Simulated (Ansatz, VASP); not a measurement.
# One calculation of Al3InSb4, two programs

The input INCAR:

```
ALGO = Normal
EDIFF = 1E-6
ENCUT = 500
GGA = PE
GGA_COMPAT = False
ISIF = 2
ISMEAR = 0
LASPH = True
LCHARG = False
LREAL = False
LWAVE = False
NBANDS = 31
NELM = 120
PREC = Accurate
SIGMA = 0.01
```

KPOINTS

```
k-points
0
Gamma
  6 6 6
```

Contents of POSCAR:

```
Al3InSb4
1.0
   -3.2227049212      3.2227049212      6.4396142872
    3.2227049212     -3.2227049212      6.4396142872
    3.2227049212      3.2227049212     -6.4396142872
Al Sb In
3 4 1
Direct
    0.7500000000      0.2500000000      0.5000000000
    0.5000000000      0.5000000000      0.0000000000
    0.2500000000      0.7500000000      0.5000000000
    0.1315833929      0.6096046381      0.0000000000
    0.8684166071      0.8684166071      0.4780212451
    0.6096046381      0.1315833929      0.0000000000
    0.3903953619      0.3903953619      0.5219787549
    0.0000000000      0.0000000000      0.0000000000
```

Input for Ansatz:

```yaml
crystal:
  lattice:
    - [-3.2227049212, 3.2227049212, 6.4396142872]
    - [3.2227049212, -3.2227049212, 6.4396142872]
    - [3.2227049212, 3.2227049212, -6.4396142872]
  atoms:
    - { symbol: Al, position: [0.75, 0.25, 0.5] }
    - { symbol: Sb, position: [0.1315833929, 0.6096046381, 0.0] }
    - { symbol: Al, position: [0.5, 0.5, 0.0] }
    - { symbol: Sb, position: [0.8684166071, 0.8684166071, 0.4780212451] }
    - { symbol: Al, position: [0.25, 0.75, 0.5] }
    - { symbol: Sb, position: [0.6096046381, 0.1315833929, 0.0] }
    - { symbol: In, position: [0.0, 0.0, 0.0] }
    - { symbol: Sb, position: [0.3903953619, 0.3903953619, 0.5219787549] }
kpoints:
  mp_grid: { grid: [6, 6, 6] }
hamiltonian:
  xc: pbe
scf:
  occupations: { method: fixed }
  n_extra_bands: 6
output:
  forces: true
  stress: true
  eigenvalues: true
```

Alike in both runs: task single point; functional PBE; k mesh 6 × 6 × 6; no spin polarisation.

|  | VASP | Ansatz |
| --- | --- | --- |
| version | VASP 6.6.1 | Ansatz 0.2.0 |
| potentials or method | VASP PAW PBE potentials, release 64 (Al, Sb, In_d) | plane waves, PAW |
| plane-wave cutoff (eV) | 500 | 420 |
| occupations | gaussian, width 0.01 eV | fixed |
| valence electrons in the cell | 42 | 82 |

Ansatz gave:

- gap on the k mesh at the Fermi level (eV): 0.40
- pressure (GPa): -2.3
- rms of the force components (eV/Å): 0.006

Which values does VASP return?

gap on the k mesh at the Fermi level (eV): 0.40; pressure (GPa): -2.2; rms of the force components (eV/Å): 0.011.

VASP's potentials hold 42 valence electrons a cell and Ansatz's 82, so a difference there can come from the potentials and not from the codes.

Spin-orbit coupling is off throughout.
